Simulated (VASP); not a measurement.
Runs of VASP 6.6.1 on Sn4P. The structure is that of space group Pm-3m (No. 221), or close to it. The cells are those of the table. 

```csv
task,cell,k mesh,cutoff (eV),gap on the mesh (eV),pressure (GPa),relaxed volume (Å³/atom)
single point,"a = 4.980 Å, 5 atoms",4 × 4 × 4,520,none,26.8,-
relaxation of cell and atoms,"relaxed from a = 5.612 Å, 5 atoms",8 × 8 × 8,600,none,0.0,(a)
single point,"a = 5.618 Å, 5 atoms",8 × 8 × 8,520,none,0.0,-
single point,"a = 5.612 Å, 5 atoms",4 × 4 × 4,520,none,0.2,-
relaxation of cell and atoms,"relaxed from a = 4.980 Å, 5 atoms",4 × 4 × 4,600,none,-0.1,35.77
```

Alike in all rows: level PBE; potentials or basis VASP PAW PBE potentials, release 64 (Sn_d, P); no spin polarisation; smearing gaussian 0.1 eV.

**Question.** Estimate the missing entries.

**Answer.** (a) 35.48.

Caveats: spin-orbit coupling is left out, which moves the levels of the heavy elements; the volume moved by over 15 % at a fixed basis, so the end points are rough (some runs).

A k mesh can miss the band edges, and the runs leave out spin-orbit coupling on Sn.

A gap of «none» marks levels without a gap at the run's occupations.
